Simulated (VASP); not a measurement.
# NaH (P1) in VASP: a series of runs

NaH is run at these levels: PBEsol; tasks: single point.

Everything below comes from runs of VASP 6.6.1. Logs are shortened: lines on timing, memory, paths and dates and some standing lists are left out, and cuts for length are marked.

### Step 1. The cell of the first run

The typed cell holds 2 atoms: a = 3.411 Å, b = 3.417 Å, c = 3.396 Å, α = 60.61°, β = 60.54°, γ = 61.35°.

### Step 2. Single point, PBEsol

INCAR reads:

```
SYSTEM = NaH
  PREC = Accurate
  ENCUT = 520
  EDIFF = 1E-7
  ISMEAR = -1
  SIGMA = 0.05
  LREAL = .False.
  LASPH = .True.
  NELM = 60
  ALGO = Normal
  ISIF = 2
  LWAVE = .False.
  LCHARG = .False.
  GGA = PS
  NBANDS = 11
```

KPOINTS reads:

```
Automatic mesh
0
Gamma
  6 6 6
  0 0 0
```

POSCAR reads:

```
NaH
1.0
   -0.0360696827      2.4230979891      2.4007952847
    2.4269116118     -0.0403525207      2.4050781227
    2.4011347171      2.4015939491     -0.0145756260
Na H
1 1
Direct
    0.0310700000      0.9756200000      0.0026800000
    0.4921200000      0.5144100000      0.5259600000
```

Potentials or basis: VASP PAW PBE potentials, release 64 (Na_pv, H).

The run is started by

```console
$ cat potpaw_PBE.64/Na_pv/POTCAR potpaw_PBE.64/H/POTCAR > POTCAR
$ mpirun -np 1 vasp_std > vasp.out
```

OUTCAR:

```text
SYSTEM = NaH
   PREC = Accurate
   ENCUT = 520
   EDIFF = 1E-7
   ISMEAR = -1
   LREAL = .False.
   LASPH = .True.
   NELM = 60
   ISIF = 2
   GGA = PS

 ion  position               nearest neighbor table
   1  0.031  0.976  0.003-
   2  0.492  0.514  0.526-

  LATTYP: Found a triclinic cell.
 ALAT       =     5.9143041481
 B/A-ratio  =     0.5801850794
 C/A-ratio  =     1.4025568634
 COS(alpha) =     0.0001188402
 COS(beta)  =     0.4673818941
 COS(gamma) =     0.8677348101

  Lattice vectors:

 A1 = (  -4.8383391169,  -2.3800899091,   2.4299465367)
 A2 = (  -2.4372043998,   0.0215040400,   2.4153709107)
 A3 = (  -4.7919766462,  -4.7843394175,  -4.7912977814)

Analysis of symmetry for initial positions (statically):
=====================================================================
 Subroutine PRICEL returns:
 Original cell was already a primitive cell.

 Routine SETGRP: Setting up the symmetry group for a
 triclinic supercell.

 Subroutine GETGRP returns: Found  1 space group operations
 (whereof  1 operations were pure point group operations)
 out of a pool of  2 trial point group operations.

The static configuration has the point symmetry C_1 .

Analysis of symmetry for dynamics (positions and initial velocities):
=====================================================================
 Subroutine PRICEL returns:
 Original cell was already a primitive cell.

 Routine SETGRP: Setting up the symmetry group for a
 triclinic supercell.

 Subroutine GETGRP returns: Found  1 space group operations
 (whereof  1 operations were pure point group operations)
 out of a pool of  2 trial point group operations.

The dynamic configuration has the point symmetry C_1 .

 Subroutine INISYM returns: Found  1 space group operations
 (whereof  1 operations are pure point group operations),
 and found     1 'primitive' translations

----------------------------------------------------------------------------------------

                                     Primitive cell

  volume of cell :      28.5128

  direct lattice vectors                    reciprocal lattice vectors
    -0.036069683  2.423097989  2.400795285    -0.202556019  0.203778539  0.207813845
     2.426911612 -0.040352521  2.405078123     0.203454588 -0.202158803  0.207093514
     2.401134717  2.401593949 -0.014575626     0.207788244  0.207390185 -0.206194959

  length of vectors
     3.411234804  3.417005864  3.396073302     0.354600096  0.353764999  0.358752009

  position of ions in fractional coordinates (direct lattice)
     0.031070000  0.975620000  0.002680000
     0.492120000  0.514410000  0.525960000

  ion indices of the primitive-cell ions
   primitive index   ion index
                 1           1
                 2           2

----------------------------------------------------------------------------------------

 KPOINTS: Automatic mesh

Automatic generation of k-mesh.
 Grid dimensions read from file:
 generate k-points for:    6    6    6

 Generating k-lattice:

  Cartesian coordinates                     Fractional coordinates (reciprocal lattice)
    -0.033759337  0.033963090  0.034635641     0.166666667 -0.000000000 -0.000000000
     0.033909098 -0.033693134  0.034515586    -0.000000000  0.166666667 -0.000000000
     0.034631374  0.034565031 -0.034365826     0.000000000  0.000000000  0.166666667

  Length of vectors
     0.059100016  0.058960833  0.059792002

  Shift w.r.t. Gamma in fractional coordinates (k-lattice)
     0.000000000  0.000000000  0.000000000

 Subroutine IBZKPT returns following result:
 ===========================================

 Found    112 irreducible k-points:

 Following reciprocal coordinates:
            Coordinates               Weight
  0.000000  0.000000  0.000000      1.000000
  0.166667 -0.000000  0.000000      2.000000
  0.333333 -0.000000  0.000000      2.000000
  0.500000  0.000000  0.000000      1.000000
 -0.000000  0.166667 -0.000000      2.000000
  0.166667  0.166667  0.000000      2.000000
[... 16 lines left out ...]
  0.333333 -0.000000  0.166667      2.000000
  0.500000  0.000000  0.166667      2.000000
 [... further k-points ...]
   k-points           NKPTS =    112   k-points in BZ     NKDIM =    112   number of bands    NBANDS=     11
   number of dos      NEDOS =    301   number of ions     NIONS =      2
   total plane-waves  NPLWV =  21952
   dimension x,y,z NGX =    28 NGY =   28 NGZ =   28
   dimension x,y,z NGXF=    56 NGYF=   56 NGZF=   56
   ions per type =               1   1
   NGX,Y,Z   is equivalent  to a cutoff of  13.65, 13.62, 13.71 a.u.
   NGXF,Y,Z  is equivalent  to a cutoff of  27.29, 27.25, 27.41 a.u.
 SYSTEM =  NaH
   PREC   = accura    normal or accurate (medium, high low for compatibility)
   ISTART =      0    job   : 0-new  1-cont  2-samecut
   ICHARG =      2    charge: 1-file 2-atom 10-const
   ISPIN  =      1    spin polarized calculation?
   LNONCOLLINEAR =      F non collinear calculations
   LSORBIT =      F    spin-orbit coupling
   LASPH  =      T    aspherical Exc in radial PAW
   ENCUT  =  520.0 eV  38.22 Ry    6.18 a.u.   6.34  6.35  6.31*2*pi/ulx,y,z
   NELM   =     60;   NELMIN=  2; NELMDL= -5     # of ELM steps
   EDIFF  = 0.1E-06   stopping-criterion for ELM
   LREAL  =      F    real-space projection
   EDIFFG = 0.1E-05   stopping-criterion for IOM
   NSW    =      0    number of steps for IOM
   IBRION =     -1    ionic relax: 0-MD 1-quasi-New 2-CG
   NFREE  =      0    steps in history (QN), initial steepest desc. (CG)
   ISIF   =      2    stress and relaxation
   ISYM   =      2    0-nonsym 1-usesym 2-fastsym
   POTIM  = 0.5000    time-step for ionic-motion
   TEBEG  =    0.0;   TEEND  =   0.0 temperature during run
   PSTRESS=    0.0 pullay stress
   NELECT =       8.0000    total number of electrons
   NUPDOWN=      -1.0000    fix difference up-down
   EMIN   =  10.00;   EMAX   =-10.00  energy-range for DOS
   EFERMI =   0.00;   METHOD = LEGACY
   ISMEAR =    -1;   SIGMA  =   0.05  broadening in eV -4-tet -1-fermi 0-gaus
   EFERMI_NEDOS =   21; number of points for ismear=-14 and -15
   IALGO  =     38    algorithm
   IMIX   =      4    mixing-type and parameters
     AMIX     =   0.40;   BMIX     =  1.00
     AMIX_MAG =   1.60;   BMIX_MAG =  1.00
  volume/ion in A,a.u.               =      14.26        96.21
  Fermi-wavevector in a.u.,A,eV,Ry     =   1.071746  2.025305 15.628176  1.148639
  Thomas-Fermi vector in A             =   2.207495
   LORBIT       =      0    0 simple, 1 ext, 2 COOP (PROOUT), +10 PAW based schemes
   GGA     = PS    functional components
   LHFCALC =     F    Hartree Fock is set to
   AEXX    =    0.0000 exact exchange contribution
   IVDW    =     0    specifies the selected vdW correction
   LEPSILON=     F    determine dielectric tensor
   LRPA    =     F    only Hartree local field effects (RPA)
 non-spin polarized calculation
  energy-cutoff  :      520.00
  volume of cell :       28.51
 maximum number of plane-waves:       781
 NGX is ok and might be reduce to    28
   NGX = 13   NGY = 13   NGZ = 13

 number of electron       8.0000000 magnetization

 Free energy of the ion-electron system (eV)
  ---------------------------------------------------
  ext. energy  EPLUGINS =         0.00000000
  ---------------------------------------------------
  free energy    TOTEN  =        -5.07184073 eV

  energy without entropy =       -5.07184073  energy(sigma->0) =       -5.07184073

 E-fermi :  -0.0604     XC(G=0):  -7.8494

 val. band max:       -1.1536164944   @ k =   0.5000  -0.3333   0.1667
 cond. band min:       2.3317686111   @ k =   0.0000   0.5000  -0.0000
 fundamental gap:      3.4853851055
 Fermi energy:        -0.0603808556

 k-point     1 :       0.0000    0.0000    0.0000
  band No.  band energies     occupation
      1     -23.1405      2.00000
      2     -23.1378      2.00000
      3     -23.1368      2.00000
      4      -4.8170      2.00000
      5       9.1354      0.00000
      6      13.8339      0.00000
      7      14.0986      0.00000
      8      14.4786      0.00000
      9      15.0008      0.00000
     10      15.1240      0.00000
     11      15.4357      0.00000

 k-point     2 :       0.1667   -0.0000    0.0000
  band No.  band energies     occupation
      1     -23.1611      2.00000
      2     -23.1431      2.00000
      3     -23.1394      2.00000
      4      -4.3500      2.00000
      5       7.4910      0.00000
      6      10.9462      0.00000
      7      13.0609      0.00000
      8      13.4238      0.00000
      9      16.1572      0.00000
     10      16.4202      0.00000
     11      16.7973      0.00000

 k-point     3 :       0.3333   -0.0000    0.0000
  band No.  band energies     occupation
      1     -23.2067      2.00000
      2     -23.1491      2.00000
      3     -23.1439      2.00000
      4      -3.0977      2.00000
      5       4.1815      0.00000
      6       9.7860      0.00000
      7      12.3103      0.00000
      8      12.5560      0.00000
      9      15.5409      0.00000
     10      15.6168      0.00000
     11      17.6892      0.00000

 k-point     4 :       0.5000    0.0000    0.0000
  band No.  band energies     occupation
      1     -23.2292      2.00000
      2     -23.1521      2.00000
      3     -23.1462      2.00000
      4      -2.0638      2.00000
      5       2.3527      0.00000
      6       9.4988      0.00000
      7      12.0716      0.00000
      8      12.2686      0.00000
      9      15.0160      0.00000
     10      15.1290      0.00000
     11      17.5598      0.00000
[... 239 lines left out ...]
 k-point    22 :       0.1667    0.0000    0.1667
  band No.  band energies     occupation
      1     -23.1629      2.00000
      2     -23.1457      2.00000
      3     -23.1448      2.00000
      4      -4.1948      2.00000
      5       7.5213      0.00000
      6      11.2441      0.00000
      7      11.6694      0.00000
      8      11.8446      0.00000
      9      15.1547      0.00000
     10      17.0185      0.00000
     11      18.8945      0.00000

 k-point    23 :       0.3333   -0.0000    0.1667
  band No.  band energies     occupation
      1     -23.1935      2.00000
      2     -23.1549      2.00000
      3     -23.1507      2.00000
      4      -3.2173      2.00000
      5       5.3153      0.00000
      6       8.5675      0.00000
      7      10.9395      0.00000
      8      12.6917      0.00000
      9      14.6120      0.00000
     10      17.2688      0.00000
     11      18.6907      0.00000

 k-point    24 :       0.5000    0.0000    0.1667
  band No.  band energies     occupation
      1     -23.2188      2.00000
      2     -23.1648      2.00000
      3     -23.1524      2.00000
      4      -1.9643      2.00000
      5       3.0373      0.00000
      6       7.4258      0.00000
      7      10.9590      0.00000
      8      12.1760      0.00000
      9      15.5633      0.00000
     10      17.2594      0.00000
     11      19.2305      0.00000

 [... further k-points ...]
[... 5 lines left out ...]
  --------------------------------------------------------------------------------------
  -------------------------------------------------------------------------------------
  Total       -0.0424449     -0.1612526     -0.1259789      0.1022680      0.0293784      0.0146643
  in kB       -2.3850461     -9.0610397     -7.0789510      5.7465996      1.6508211      0.8240084
  external PRESSURE =      -6.1750123 kB  Pullay stress =       0.0000000 kB

 VOLUME and BASIS-vectors are now :
 -----------------------------------------------------------------------------
  energy-cutoff  :      520.00
  volume of cell :       28.51
      direct lattice vectors                 reciprocal lattice vectors
    -0.036069683  2.423097989  2.400795285    -0.202556019  0.203778539  0.207813845
     2.426911612 -0.040352521  2.405078123     0.203454588 -0.202158803  0.207093514
     2.401134717  2.401593949 -0.014575626     0.207788244  0.207390185 -0.206194959

 POSITION                                       TOTAL-FORCE (eV/Angst)
 -----------------------------------------------------------------------------------
      2.37306      0.04235      2.42100         0.132984     -0.031703     -0.000630
      2.49358      2.43484      2.41101        -0.132984      0.031703      0.000630
 -----------------------------------------------------------------------------------
    total drift:                                0.000093      0.000115      0.000176

  FREE ENERGIE OF THE ION-ELECTRON SYSTEM (eV)
  ---------------------------------------------------
  free  energy   TOTEN  =        -5.0718407340 eV

  energy  without entropy=       -5.0718407340  energy(sigma->0) =       -5.07184073
```

Run time: 57 s. Hardware: 1 thread of AMD EPYC 7R13, shared host; peak memory 0.14 GiB.

Results:

```
Free energy            : -5.0718 eV
Pressure               : -0.6 GPa
Largest force          : 0.137 eV/Å
Band gap on the k mesh : 3.49 eV (least direct gap 4.41 eV)
```

Forces in eV/Å, atoms in the order of the input:
```
Na   0.133 -0.032 -0.001
H   -0.133  0.032  0.001
```

Stress tensor (GPa, compression positive):
```
-0.24  0.57  0.08
 0.57 -0.91  0.17
 0.08  0.17 -0.71
```

Caveat: the PAW data sets were made with another functional, which shifts forces and pressure a little.

(Continued in part 2 of 2.)
